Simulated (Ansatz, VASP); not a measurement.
## One calculation of LiF, two programs

INCAR

```
SYSTEM = LiF
PREC = Accurate
ENCUT = 520
EDIFF = 1E-7
ISMEAR = 0
SIGMA = 0.05
LREAL = .False.
LASPH = .True.
NELM = 100
ALGO = Normal
ISIF = 2
LWAVE = .False.
LCHARG = .False.
NBANDS = 18
```

The input KPOINTS:

```
regular mesh
0
Gamma
  9 9 6
  0 0 0
```

File POSCAR:

```
LiF
1.0
    2.9534906969      0.0000000000      0.0000000000
   -1.4767453485      2.5577979734      0.0000000000
    0.0000000000      0.0000000000      4.4328941870
Li F
2 2
Direct
    0.3333333333      0.6666666667      0.3839784076
    0.6666666667      0.3333333333      0.8839784076
    0.3333333333      0.6666666667      0.9910195924
    0.6666666667      0.3333333333      0.4910195924
```

Input for Ansatz:

```yaml
crystal:
  lattice:
    - [2.9534906969, 0.0, 0.0]
    - [-1.4767453485, 2.5577979734, 0.0]
    - [0.0, 0.0, 4.432894187]
  atoms:
    - { symbol: Li, position: [0.3333333333, 0.6666666667, 0.3839784076] }
    - { symbol: Li, position: [0.6666666667, 0.3333333333, 0.8839784076] }
    - { symbol: F, position: [0.3333333333, 0.6666666667, 0.9910195924] }
    - { symbol: F, position: [0.6666666667, 0.3333333333, 0.4910195924] }
basis:
  ecutwfc: 520.0
kpoints:
  mp_grid: { grid: [9, 9, 6] }
hamiltonian:
  xc: lda
scf:
  occupations: { method: gaussian, width: 0.05 }
output:
  forces: true
  stress: true
  eigenvalues: true
```

Alike in both runs: task single point; functional LDA; k mesh 9 × 9 × 6; occupations gaussian, width 0.05 eV; no spin polarisation.

```csv
,VASP,Ansatz
version,VASP 6.6.1,Ansatz 0.2.0
potentials or method,"VASP PAW LDA potentials, release 64 (Li_sv, F), cutoff 520 eV","scalar-relativistic, plane waves, PAW"
valence electrons in the cell,20,20
```

|  | VASP | Ansatz | Ansatz less VASP |
| --- | --- | --- | --- |
| gap on the k mesh at the Fermi level (eV) | 8.38 | 8.40 | +0.018 |
| least direct gap on the mesh (eV) | 8.38 | 8.40 | +0.018 |
| rms of the force components (eV/Å) | 0.124 | 0.121 | -0.0028 |

LDA's correlation is that of Perdew and Zunger in VASP and of Perdew and Wang (1992) in Ansatz. Atom by atom the forces differ by 0.003 eV/Å (rms over components).

Noted on VASP's run: the cutoff is short for stress, so the pressure is rough.
